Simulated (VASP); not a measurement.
# Ge2Sb2Te5 in VASP: a series of runs, part 2 of 3

VASP 6.6.1.

### Step 3. Single point, PBE

File INCAR:

```
ALGO = Normal
EDIFF = 1E-7
ENCUT = 520
GGA = PE
ISIF = 2
ISMEAR = -1
LASPH = T
LCHARG = F
LREAL = F
LWAVE = F
NBANDS = 44
NELM = 80
PREC = Accurate
SIGMA = 0.05
```

File KPOINTS:

```
k-points
0
Gamma
  5 5 2
```

File POSCAR:

```
Ge2Sb2Te5
1.0
    4.2940644248     -0.0214703221      0.0000000000
   -2.1656260568      3.7295040385      0.0000000000
    0.0000000000      0.0000000000     17.1013460000
Te Sb Ge
5 2 2
Direct
    0.6666666667      0.3333333333      0.4198920000
    0.3333333333      0.6666666667      0.5801080000
    0.3333333333      0.6666666667      0.2015420000
    0.6666666667      0.3333333333      0.7984580000
    0.0000000000      0.0000000000      0.0000000000
    0.0000000000      0.0000000000      0.3200680000
    0.0000000000      0.0000000000      0.6799320000
    0.6666666667      0.3333333333      0.1028950000
    0.3333333333      0.6666666667      0.8971050000
```

Potentials or basis: VASP PAW PBE potentials, release 64 (Te, Sb, Ge_d).

Run with:

```console
$ cat potpaw_PBE.64/Te/POTCAR potpaw_PBE.64/Sb/POTCAR potpaw_PBE.64/Ge_d/POTCAR > POTCAR
$ mpirun -np 1 vasp_std > vasp.out
```

OUTCAR:

```text
EDIFF = 1E-7
   ENCUT = 520
   GGA = PE
   ISIF = 2
   ISMEAR = -1
   LASPH = T
   LREAL = F
   NELM = 80
   PREC = Accurate

 ion  position               nearest neighbor table
   1  0.667  0.333  0.420-   6 3.00   6 3.01   6 3.02
   2  0.333  0.667  0.580-   7 3.00   7 3.01   7 3.02
   3  0.333  0.667  0.202-   8 2.99   8 3.00   8 3.01   6 3.19   6 3.20   6 3.21
   4  0.667  0.333  0.798-   9 2.99   9 3.00   9 3.01   7 3.19   7 3.20   7 3.21
   5  0.000  0.000  0.000-   8 3.03   9 3.03   8 3.04   9 3.04   8 3.05   9 3.05
   6  0.000  0.000  0.320-   1 3.00   1 3.01   1 3.02   3 3.19   3 3.20   3 3.21
   7  0.000  0.000  0.680-   2 3.00   2 3.01   2 3.02   4 3.19   4 3.20   4 3.21
   8  0.667  0.333  0.103-   3 2.99   3 3.00   3 3.01   5 3.03   5 3.04   5 3.05
   9  0.333  0.667  0.897-   4 2.99   4 3.00   4 3.01   5 3.03   5 3.04   5 3.05

  LATTYP: Found a simple monoclinic cell.
 ALAT       =     4.2754840578
 B/A-ratio  =     3.9998619499
 C/A-ratio  =     1.0043583469
 COS(beta)  =    -0.4934813924

  Lattice vectors:

 A1 = (   2.1284383680,   3.7080337164,   0.0000000000)
 A2 = (   0.0000000000,   0.0000000000, -17.1013460000)
 A3 = (  -4.2940644248,   0.0214703221,   0.0000000000)

Analysis of symmetry for initial positions (statically):
=====================================================================
 Subroutine PRICEL returns:
 Original cell was already a primitive cell.

 Routine SETGRP: Setting up the symmetry group for a
 simple monoclinic supercell.

 Subroutine GETGRP returns: Found  2 space group operations
 (whereof  2 operations were pure point group operations)
 out of a pool of  4 trial point group operations.

The static configuration has the point symmetry S_2 .

Analysis of symmetry for dynamics (positions and initial velocities):
=====================================================================
 Subroutine PRICEL returns:
 Original cell was already a primitive cell.

 Routine SETGRP: Setting up the symmetry group for a
 simple monoclinic supercell.

 Subroutine GETGRP returns: Found  2 space group operations
 (whereof  2 operations were pure point group operations)
 out of a pool of  4 trial point group operations.

The dynamic configuration has the point symmetry S_2 .

 Subroutine INISYM returns: Found  2 space group operations
 (whereof  2 operations are pure point group operations),
 and found     1 'primitive' translations

----------------------------------------------------------------------------------------

                                     Primitive cell

  volume of cell :     273.0783

  direct lattice vectors                    reciprocal lattice vectors
     4.294064425 -0.021470322  0.000000000     0.233557703  0.135620888  0.000000000
    -2.165626057  3.729504039  0.000000000     0.001344565  0.268912921  0.000000000
     0.000000000  0.000000000 17.101346000     0.000000000  0.000000000  0.058474929

  length of vectors
     4.294118100  4.312671630 17.101346000     0.270078185  0.268916282  0.058474929

  position of ions in fractional coordinates (direct lattice)
     0.666666667  0.333333333  0.419892000
     0.333333333  0.666666667  0.580108000
     0.333333333  0.666666667  0.201542000
     0.666666667  0.333333333  0.798458000
     0.000000000  0.000000000  0.000000000
[... 68 lines left out ...]
  0.400000  0.400000  0.500000      2.000000
 [... further k-points ...]
   k-points           NKPTS =     26   k-points in BZ     NKDIM =     26   number of bands    NBANDS=     44
   number of dos      NEDOS =    301   number of ions     NIONS =      9
   total plane-waves  NPLWV = 131072
   dimension x,y,z NGX =    32 NGY =   32 NGZ =  128
   dimension x,y,z NGXF=    64 NGYF=   64 NGZF=  256
   ions per type =               5   2   2
   NGX,Y,Z   is equivalent  to a cutoff of  12.39, 12.34, 12.44 a.u.
   NGXF,Y,Z  is equivalent  to a cutoff of  24.78, 24.67, 24.89 a.u.
 SYSTEM =  unknown system
   PREC   = accura    normal or accurate (medium, high low for compatibility)
   ISTART =      0    job   : 0-new  1-cont  2-samecut
   ICHARG =      2    charge: 1-file 2-atom 10-const
   ISPIN  =      1    spin polarized calculation?
   LNONCOLLINEAR =      F non collinear calculations
   LSORBIT =      F    spin-orbit coupling
   LASPH  =      T    aspherical Exc in radial PAW
   ENCUT  =  520.0 eV  38.22 Ry    6.18 a.u.   7.98  8.02 31.80*2*pi/ulx,y,z
   NELM   =     80;   NELMIN=  2; NELMDL= -5     # of ELM steps
   EDIFF  = 0.1E-06   stopping-criterion for ELM
   LREAL  =      F    real-space projection
   EDIFFG = 0.1E-05   stopping-criterion for IOM
   NSW    =      0    number of steps for IOM
   IBRION =     -1    ionic relax: 0-MD 1-quasi-New 2-CG
   NFREE  =      0    steps in history (QN), initial steepest desc. (CG)
   ISIF   =      2    stress and relaxation
   ISYM   =      2    0-nonsym 1-usesym 2-fastsym
   POTIM  = 0.5000    time-step for ionic-motion
   TEBEG  =    0.0;   TEEND  =   0.0 temperature during run
   PSTRESS=    0.0 pullay stress
   NELECT =      68.0000    total number of electrons
   NUPDOWN=      -1.0000    fix difference up-down
   EMIN   =  10.00;   EMAX   =-10.00  energy-range for DOS
   EFERMI =   0.00;   METHOD = LEGACY
   ISMEAR =    -1;   SIGMA  =   0.05  broadening in eV -4-tet -1-fermi 0-gaus
   EFERMI_NEDOS =   21; number of points for ismear=-14 and -15
   IALGO  =     38    algorithm
   IMIX   =      4    mixing-type and parameters
     AMIX     =   0.40;   BMIX     =  1.00
     AMIX_MAG =   1.60;   BMIX_MAG =  1.00
  volume/ion in A,a.u.               =      30.34       204.76
  Fermi-wavevector in a.u.,A,eV,Ry     =   1.029948  1.946320 14.432971  1.060793
  Thomas-Fermi vector in A             =   2.164022
   LORBIT       =      0    0 simple, 1 ext, 2 COOP (PROOUT), +10 PAW based schemes
   GGA     = PE    functional components
   LHFCALC =     F    Hartree Fock is set to
   AEXX    =    0.0000 exact exchange contribution
   IVDW    =     0    specifies the selected vdW correction
   LEPSILON=     F    determine dielectric tensor
   LRPA    =     F    only Hartree local field effects (RPA)
 non-spin polarized calculation
  energy-cutoff  :      520.00
  volume of cell :      273.08
 maximum number of plane-waves:      7374
   NGX = 15   NGY = 17   NGZ = 63

 number of electron      68.0000000 magnetization

 Free energy of the ion-electron system (eV)
  ---------------------------------------------------
  ext. energy  EPLUGINS =         0.00000000
  ---------------------------------------------------
  free energy    TOTEN  =       -33.98640337 eV

  energy without entropy =      -33.98437938  energy(sigma->0) =      -33.98539137

 E-fermi :   6.3310     XC(G=0):  -9.4267

 val. band max:        6.2311454182   @ k =   0.0000   0.0000   0.0000
 cond. band min:       6.4575809331   @ k =   0.0000   0.0000   0.0000
 fundamental gap:      0.2264355149
 Fermi energy:         6.3310218262

 k-point     1 :       0.0000    0.0000    0.0000
  band No.  band energies     occupation
      1     -18.7480      2.00000
      2     -18.7474      2.00000
      3     -18.7462      2.00000
      4     -18.7455      2.00000
      5     -18.7426      2.00000
      6     -18.7420      2.00000
[... 1117 lines left out ...]
     43      10.1668      0.00000
     44      10.1918      0.00000

 [... further k-points ...]

------------------------ aborting loop because EDIFF is reached ----------------------------------------

  FORCE on cell =-STRESS in cart. coord.  units (eV):
  Direction    XX          YY          ZZ          XY          YZ          ZX
  --------------------------------------------------------------------------------------
  -------------------------------------------------------------------------------------
  Total        0.4255655      0.4175732      0.6196173      0.6158562      0.0076018      0.4005329
  in kB        2.4968347      2.4499431      3.6353562      3.6132889      0.0446005      2.3499663
  external PRESSURE =       2.8607113 kB  Pullay stress =       0.0000000 kB

 VOLUME and BASIS-vectors are now :
 -----------------------------------------------------------------------------
  energy-cutoff  :      520.00
  volume of cell :      273.08
      direct lattice vectors                 reciprocal lattice vectors
     4.294064425 -0.021470322  0.000000000     0.233557703  0.135620888  0.000000000
    -2.165626057  3.729504039  0.000000000     0.001344565  0.268912921  0.000000000
     0.000000000  0.000000000 17.101346000     0.000000000  0.000000000  0.058474929

 POSITION                                       TOTAL-FORCE (eV/Angst)
 -----------------------------------------------------------------------------------
      2.14083      1.22885      7.18072         0.027272      0.000863     -0.100158
     -0.01240      2.47918      9.92063        -0.027272     -0.000863      0.100158
     -0.01240      2.47918      3.44664        -0.005895      0.000022     -0.079160
      2.14083      1.22885     13.65471         0.005895     -0.000022      0.079160
      0.00000      0.00000      0.00000         0.000000     -0.000000      0.000000
      0.00000      0.00000      5.47359        -0.006751     -0.000550     -0.045954
      0.00000      0.00000     11.62775         0.006751      0.000550      0.045954
      2.14083      1.22885      1.75964        -0.000898     -0.000014     -0.045533
     -0.01240      2.47918     15.34170         0.000898      0.000014      0.045533
 -----------------------------------------------------------------------------------
    total drift:                               -0.000000      0.000000     -0.000000

  FREE ENERGIE OF THE ION-ELECTRON SYSTEM (eV)
  ---------------------------------------------------
  free  energy   TOTEN  =       -33.9864033662 eV

  energy  without entropy=      -33.9843793769  energy(sigma->0) =      -33.98539137
```

It took 6.4 min on 1 thread of Intel Xeon Platinum 8488C (Sapphire Rapids), shared host; peak memory 0.52 GiB.

Results:

| Property | Result |
| --- | --- |
| Free energy | -33.9864 eV |
| Pressure | 0.3 GPa |
| Largest force | 0.104 eV/Å |
| Band gap on the k mesh | 0.23 eV |

Forces in eV/Å, atoms in the order of the input:
```
Te   0.027  0.001 -0.100
Te  -0.027 -0.001  0.100
Te  -0.006  0.000 -0.079
Te   0.006  0.000  0.079
Te   0.000  0.000  0.000
Sb  -0.007 -0.001 -0.046
Sb   0.007  0.001  0.046
Ge  -0.001  0.000 -0.046
Ge   0.001  0.000  0.046
```

Caveat: semilocal functionals underestimate gaps, and a narrow one can read as zero; spin-orbit coupling is left out, which moves the levels of the heavy elements.

### Step 4. Single point, PBE

This run uses another cell than the first one, of 31.73 Å³/atom.

File INCAR:

```
SYSTEM = Ge2Sb2Te5
PREC = Accurate
ENCUT = 520
EDIFF = 1E-6
ISMEAR = -1
SIGMA = 0.05
LREAL = .FALSE.
LASPH = .TRUE.
NELM = 60
ALGO = Normal
ISIF = 2
LWAVE = .FALSE.
LCHARG = .TRUE.
GGA = PE
LELF = .TRUE.
LVHAR = .TRUE.
NBANDS = 44
```

File KPOINTS:

```
Automatic mesh
0
G
  5 5 2
  0 0 0
```

File POSCAR:

```
Ge2Sb2Te5
1.0
    4.2866883862      0.0000000000      0.0000000000
   -2.1433441931      3.7123810406      0.0000000000
    0.0000000000      0.0000000000     17.9452885161
Te Sb Ge
5 2 2
Direct
    0.6666666667      0.3333333333      0.3995628267
    0.3333333333      0.6666666667      0.6004371733
    0.3333333333      0.6666666667      0.1903530178
    0.6666666667      0.3333333333      0.8096469822
    0.0000000000      0.0000000000      0.0000000000
    0.0000000000      0.0000000000      0.3049505046
    0.0000000000      0.0000000000      0.6950494954
    0.6666666667      0.3333333333      0.0974619565
    0.3333333333      0.6666666667      0.9025380435
```

Run with:

```console
$ cat potpaw_PBE.64/Te/POTCAR potpaw_PBE.64/Sb/POTCAR potpaw_PBE.64/Ge_d/POTCAR > POTCAR
$ mpirun -np 1 vasp_std > vasp.out
```

Wall time 2.6 min (1 thread of Intel Xeon Platinum 8488C (Sapphire Rapids), shared host); peak memory 0.43 GiB.

It converged, with:

```
Free energy            : -34.0476 eV
Pressure               : -0.1 GPa
Largest force          : 0.021 eV/Å
Band gap on the k mesh : 0.74 eV
```

Forces on the atoms (eV/Å):
```
Te   0.000  0.000  0.013
Te   0.000  0.000 -0.013
Te   0.000  0.000  0.012
Te   0.000  0.000 -0.012
Te   0.000  0.000  0.000
Sb   0.000  0.000 -0.021
Sb   0.000  0.000  0.021
Ge   0.000  0.000 -0.001
Ge   0.000  0.000  0.001
```

Levels at points of the mesh, in eV from the valence-band top:
```tsv
k point	band 31	band 32	band 33	band 34	band 35	band 36	band 37	band 38
(0.00, 0.00, 0.00)	-0.90	-0.71	-0.49	0.00	0.74	0.79	0.79	1.22
(0.00, 0.00, 0.50)	-0.92	-0.92	-0.30	-0.09	0.80	0.84	0.84	1.13
```

Caveat: semilocal functionals underestimate gaps, and a narrow one can read as zero; spin-orbit coupling is left out, which moves the levels of the heavy elements; this functional lacks dispersion, which binds layers or chains, so the pressure and a relaxed spacing across them are unreliable. A k mesh can miss the band edges.

### Step 5. Relaxation of cell and atoms, PBE

File INCAR:

```
SYSTEM = Ge2Sb2Te5
PREC = Accurate
ENCUT = 600
EDIFF = 1E-6
ISMEAR = -1
SIGMA = 0.05
LREAL = .FALSE.
LASPH = .TRUE.
NELM = 80
ALGO = Normal
ISIF = 3
LWAVE = .FALSE.
LCHARG = .FALSE.
GGA = PE
IBRION = 2
NSW = 60
EDIFFG = -0.01
```

KPOINTS is that of step 4.

File POSCAR:

```
Ge2Sb2Te5
1.0
    4.2940644248      0.0000000000      0.0000000000
   -2.1470322124      3.7187688774      0.0000000000
    0.0000000000      0.0000000000     17.1013460000
Te Sb Ge
5 2 2
Direct
    0.6666666667      0.3333333333      0.4198920000
    0.3333333333      0.6666666667      0.5801080000
    0.3333333333      0.6666666667      0.2015420000
    0.6666666667      0.3333333333      0.7984580000
    0.0000000000      0.0000000000      0.0000000000
    0.0000000000      0.0000000000      0.3200680000
    0.0000000000      0.0000000000      0.6799320000
    0.6666666667      0.3333333333      0.1028950000
    0.3333333333      0.6666666667      0.8971050000
```

Run with:

```console
$ cat potpaw_PBE.64/Te/POTCAR potpaw_PBE.64/Sb/POTCAR potpaw_PBE.64/Ge_d/POTCAR > POTCAR
$ mpirun -np 1 vasp_std > vasp.out
```

Run time: 44 min. Hardware: 1 thread of Intel Xeon Platinum 8488C (Sapphire Rapids), shared host; peak memory 0.58 GiB.

It converged, with:

```yaml
Free_energy: -34.0473 eV
Relaxed_volume: 31.59 Å³/atom
Relaxed_cell: a = 4.287 Å, b = 4.287 Å, c = 17.867 Å, α = 90.00°, β = 90.00°, γ = 120.00°
Space_group_after_relaxing_to_0.1_Å: P-3m1 (No. 164)
Energy_gained_by_relaxing: 6.4 meV/atom
Ionic_steps: 43
Pressure_after_relaxing: 0.0 GPa
Largest_force_after_relaxing: 0.006 eV/Å
Band_gap_on_the_k_mesh: 0.70 eV
```

Forces in eV/Å, atoms in the order of the input:
```
Te   0.000  0.000 -0.005
Te   0.000  0.000  0.005
Te   0.000  0.000  0.003
Te   0.000  0.000 -0.003
Te   0.000  0.000  0.000
Sb   0.000  0.000 -0.002
Sb   0.000  0.000  0.002
Ge   0.000  0.000  0.006
Ge   0.000  0.000 -0.006
```

Step by step:
```csv
step,energy change (eV),largest force (eV/Å),pressure (GPa),volume (Å³)
1,0.0000,0.1008,0.32,273.09
3,-0.0030,0.1596,-0.29,276.48
5,-0.0072,0.1169,-0.19,276.02
7,-0.0169,0.3887,0.19,278.26
9,-0.0219,0.2847,-0.02,277.73
11,-0.0427,0.1321,0.12,278.25
13,-0.0494,0.0488,0.29,278.74
15,-0.0530,0.1121,-0.14,281.95
17,-0.0558,0.0192,-0.07,282.77
19,-0.0560,0.0160,0.06,282.19
21,-0.0563,0.0202,0.03,282.40
23,-0.0564,0.0210,-0.01,282.79
25,-0.0564,0.0123,-0.02,282.84
27,-0.0565,0.0200,0.00,282.95
29,-0.0567,0.0192,-0.06,283.68
31,-0.0568,0.0147,-0.02,283.43
33,-0.0569,0.0184,0.12,283.21
35,-0.0572,0.0123,0.00,283.60
37,-0.0572,0.0166,-0.03,283.98
39,-0.0574,0.0269,0.00,284.15
41,-0.0575,0.0187,0.00,284.21
43,-0.0576,0.0063,0.01,284.35
```

Final structure:
```xyz
9
Lattice="4.2868 0.0000 0.0000 -2.1434 3.7125 0.0000 0.0000 0.0000 17.8674" Properties=species:S:1:pos:R:3 pbc="T T T"
Te    2.1434    1.2375    7.1696
Te    0.0000    2.4750   10.6978
Te    0.0000    2.4750    3.4154
Te    2.1434    1.2375   14.4520
Te    0.0000    0.0000    0.0000
Sb    4.2868    0.0000    5.4684
Sb    0.0000    0.0000   12.3990
Ge    2.1434    1.2375    1.7468
Ge    0.0000    2.4750   16.1205
```

Levels at points of the mesh, in eV from the valence-band top:
```csv
k point,band 30,band 31,band 32,band 33,band 34,band 35,band 36,band 37,band 38,band 39
"(0.00, 0.00, 0.00)",-0.93,-0.93,-0.74,-0.51,0.00,0.70,0.75,0.75,1.20,1.20
"(0.00, 0.00, 0.50)",-1.00,-0.95,-0.95,-0.33,-0.09,0.77,0.81,0.81,1.09,1.09
```

Caveat: semilocal functionals underestimate gaps, and a narrow one can read as zero; spin-orbit coupling is left out, which moves the levels of the heavy elements; this functional lacks dispersion, which binds layers or chains, so the pressure and a relaxed spacing across them are unreliable. A k mesh can miss the band edges.

(Part 2 of 3 ends here.)

The gap in the log of VASP goes by the Fermi energy; the results here count the filled bands.